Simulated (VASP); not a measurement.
# Mn: single point with PBE

Mn:

```
Mn
1.0
     2.48365    0.00000    0.00000
    -1.24182    2.15090    0.00000
     0.00000    0.00000    4.02620
Mn
2
Direct
  0.33333 0.66667 0.25000
  0.66667 0.33333 0.75000
```

```
Program                : VASP 6.6.1
Task                   : single point
Functional             : PBE
Potentials or basis    : VASP PAW PBE potentials, release 64 (Mn_pv)
Cutoff                 : 520 eV
k mesh                 : 12 × 12 × 7
Occupations            : fermi-dirac, width 0.05 eV
Spin                   : collinear spin, ferromagnetic start
Starting moments       : [2.0, 2.0] μB
Fixed moment           : 4 μB
Dipole correction      : no
Further INCAR settings : ALGO = Normal; EDIFF = 1e-06; NBANDS = 24
```

```
Pressure                                              : 26.5 GPa
Net moment                                            : 4.00 μB per cell
Site moments                                          : Mn +1.93 μB
Valence electrons inside the program's atomic spheres : Mn 12.00
```

Stress tensor (GPa, compression positive):
```
24.05  0.00  0.00
 0.00 24.05  0.00
 0.00  0.00 31.46
```

Run time: 37 s on 1 thread of AMD EPYC 9R14 (Zen 4), with other jobs on the host, peak memory 0.14 GiB.

Caveat: the total moment is fixed, so each spin has its own Fermi level.
